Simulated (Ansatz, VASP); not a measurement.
Bi2Se3: VASP beside Ansatz

The input INCAR:

```
SYSTEM = Bi2Se3
PREC     = Accurate       ! precision mode
ENCUT    = 500            ! plane-wave cutoff, eV
EDIFF    = 1E-6           ! SCF threshold, eV
ISMEAR   = 0              ! smearing method
SIGMA    = 0.03           ! smearing width, eV
LREAL    = .FALSE.        ! projectors in reciprocal space
LASPH    = .TRUE.         ! aspherical terms in the spheres
NELM     = 120            ! most SCF steps
ALGO     = Normal         ! electronic algorithm
ISIF     = 2              ! what is computed and relaxed
LWAVE    = .FALSE.        ! write WAVECAR
LCHARG   = .FALSE.        ! write CHGCAR
GGA      = PS             ! functional
NBANDS   = 32             ! bands
GGA_COMPAT= .FALSE.
```

File KPOINTS:

```
regular mesh
0
G
  12 12 12
  0 0 0
```

The input POSCAR:

```
Bi2Se3
1.0
    2.1684289713      1.2519430503     10.0169020351
   -2.1684289713      1.2519430503     10.0169020351
    0.0000000000     -2.5038861007     10.0169020351
Bi Se
2 3
Direct
    0.4002583896      0.4002583896      0.4002583896
    0.5997416104      0.5997416104      0.5997416104
    0.0000000000      0.0000000000      0.0000000000
    0.2116390873      0.2116390873      0.2116390873
    0.7883609127      0.7883609127      0.7883609127
```

Input for Ansatz:

```yaml
crystal:
  lattice:
    - [2.1684289713, 1.2519430503, 10.0169020351]
    - [-2.1684289713, 1.2519430503, 10.0169020351]
    - [0.0, -2.5038861007, 10.0169020351]
  atoms:
    - { symbol: Bi, position: [0.4002583896, 0.4002583896, 0.4002583896] }
    - { symbol: Bi, position: [0.5997416104, 0.5997416104, 0.5997416104] }
    - { symbol: Se, position: [0.0, 0.0, 0.0] }
    - { symbol: Se, position: [0.2116390873, 0.2116390873, 0.2116390873] }
    - { symbol: Se, position: [0.7883609127, 0.7883609127, 0.7883609127] }
basis:
  ecutwfc: 420
kpoints:
  mp_grid: { grid: [12, 12, 12] }
hamiltonian:
  xc: pbesol
scf:
  occupations: { method: gaussian, width: 0.03 }
output:
  forces: true
  stress: true
  eigenvalues: true
  write_density: true
  write_potential: true
  elf: true
  volumetric_format: npy
```

Change from the starting cell: strain +0.050 along x and y, +0.050 along z, atoms carried along.

Alike in both runs: task single point; functional PBEsol; k mesh 12 × 12 × 12; occupations gaussian, width 0.03 eV; no spin polarisation.

```csv
,VASP,Ansatz
version,VASP 6.6.1,Ansatz 0.2.0
potentials or method,"VASP PAW PBE potentials, release 64 (Bi_d, Se), cutoff 500 eV","scalar-relativistic, plane waves, PAW"
valence electrons in the cell,48,78
```

```tsv
	VASP	Ansatz	Ansatz less VASP
gap on the k mesh at the Fermi level (eV)	0.23	0.23	+0.003
least direct gap on the mesh (eV)	0.23	0.23	+0.003
pressure (GPa)	-6.7	-6.8	-0.01
traceless stress, the component that is largest in VASP (GPa)	0.05	0.05	-0.003
rms of the force components (eV/Å)	0.355	0.359	+0.0042
```

VASP's potentials were made for PBE, not for PBEsol. Atom by atom the forces differ by 0.004 eV/Å (rms over components). VASP's potentials hold 48 valence electrons a cell and Ansatz's 78, so a difference there can come from the potentials and not from the codes.

Spin-orbit coupling is off throughout.
